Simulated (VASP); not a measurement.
A run of VASP 6.6.1 is set up as follows.

Contents of INCAR:

```
SYSTEM = CdF2
PREC = Accurate ; ENCUT = 520
EDIFF = 1E-6 ; ISMEAR = 0
SIGMA = 0.05 ; LREAL = .False.
LASPH = .True. ; NELM = 100
ALGO = Normal ; ISIF = 2
LWAVE = .False. ; LCHARG = .False.
GGA = PS ; NBANDS = 20
```

KPOINTS

```
regular mesh
0
Gamma
  8 8 8
  0 0 0
```

Contents of POSCAR:

```
CdF2
1.0
    0.0000000000      2.6670600000      2.6940000000
    2.7209400000      0.0000000000      2.6940000000
    2.7209400000      2.6670600000      0.0000000000
Cd F
1 2
Direct
    0.0000000000      0.0000000000      0.0000000000
    0.2500000000      0.2500000000      0.2500000000
    0.7500000000      0.7500000000      0.7500000000
```

Potentials or basis: VASP PAW PBE potentials, release 64 (Cd, F).

Command:

```sh
$ cat potpaw_PBE.64/Cd/POTCAR potpaw_PBE.64/F/POTCAR > POTCAR
$ mpirun -np 1 vasp_std > vasp.out
```

(1) Predict the pressure.

(2) Estimate the band gap on the k mesh.

Answers

(1) 0.5 GPa.

(2) 2.89 eV, indirect (least direct gap 3.36 eV).

Caveat: the cell differs from its parent crystal (strain +0.0100 x Voigt [1, -1, 0, 0, 0, 0]); the PAW data sets were made with another functional, which shifts forces and pressure a little.
